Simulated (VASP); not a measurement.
Write the native input for VASP 6.6.1 that does the following.

```
Task                   : relaxation of cell and atoms
Functional             : PBE
Potentials or basis    : VASP PAW PBE potentials, release 64 (Pb_d, Te)
Cutoff                 : 500 eV
k mesh                 : 8 × 8 × 8
Occupations            : gaussian, width 0.02 eV
Spin                   : no spin polarisation
Dipole correction      : no
Further INCAR settings : ALGO = Normal; EDIFF = 1e-07; IBRION = 2; EDIFFG = -0.002; NSW = 100; ISIF = 3
```

The structure of TePb (m.bB) lies in POSCAR:

```
TePb
1.0
    0.0000000000      3.2200000000      3.2200000000
    3.2200000000      0.0000000000      3.2200000000
    3.2200000000      3.2200000000      0.0000000000
Pb Te
1 1
Direct
    0.0000000000      0.0000000000      0.0000000000
    0.5000000000      0.5000000000      0.5000000000
```

One way to write it, as run:

INCAR

```
PREC = Accurate
ENCUT = 500
EDIFF = 1E-7
ISMEAR = 0
SIGMA = 0.02
LREAL = False
LASPH = True
NELM = 120
ALGO = Normal
ISIF = 3
LWAVE = False
LCHARG = False
GGA = PE
IBRION = 2
NSW = 100
EDIFFG = -0.002
GGA_COMPAT = False
NELMIN = 4
```

KPOINTS

```
regular mesh
0
Gamma
  8 8 8
```

Potentials or basis: VASP PAW PBE potentials, release 64 (Pb_d, Te).

Run with:

```bash
$ cat potpaw_PBE.64/Pb_d/POTCAR potpaw_PBE.64/Te/POTCAR > POTCAR
$ mpirun -np 1 vasp_std > vasp.out
```

It gave:

- Relaxed volume: 35.41 Å³/atom
- Relaxed cell: a = 4.644 Å, b = 4.644 Å, c = 4.644 Å, α = 60.00°, β = 60.00°, γ = 60.00°
- Space group after relaxing (to 0.05 Å): Fm-3m (No. 225)
- Energy gained by relaxing: 15.6 meV/atom
- Ionic steps: 5
- Pressure after relaxing: 0.0 GPa
- Band gap on the k mesh: 0.83 eV, direct

Caveat: spin-orbit coupling is left out, which moves the levels of the heavy elements.

It took 40 s on 1 thread of Intel(R) Xeon(R) 6975P-C (Granite Rapids), with other jobs on the host, peak memory 0.22 GiB.
